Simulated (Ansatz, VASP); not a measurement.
**Two plane-wave programs on Bi**

```
Bi
1.0
     3.66661    0.00000    0.00000
    -1.83330    3.17538    0.00000
     0.00000    0.00000    6.03363
Bi
2
Direct
  0.33333 0.66667 0.25000
  0.66667 0.33333 0.75000
```

Alike in both runs: task single point; functional RPBE; k mesh 17 × 17 × 9; occupations fermi-dirac, width 0.1 eV; no spin polarisation.

```csv
,VASP,Ansatz
version,VASP 6.6.1,Ansatz 0.2.0
potentials or method,"VASP PAW PBE potentials, release 64 (Bi_d), cutoff 520 eV","plane waves (420 eV) with PAW, scalar-relativistic"
valence electrons in the cell,30,30
```

Ansatz gave:

```
pressure (GPa)                                                : -3.0
traceless stress, the component that is largest in VASP (GPa) : 0.32
```

Problem. Which values does VASP return?

Solution. Pressure (GPa): -3.1; traceless stress, the component that is largest in VASP (GPa): 0.32.

VASP's potentials were made for PBE, not for RPBE.

Spin-orbit coupling is off throughout.
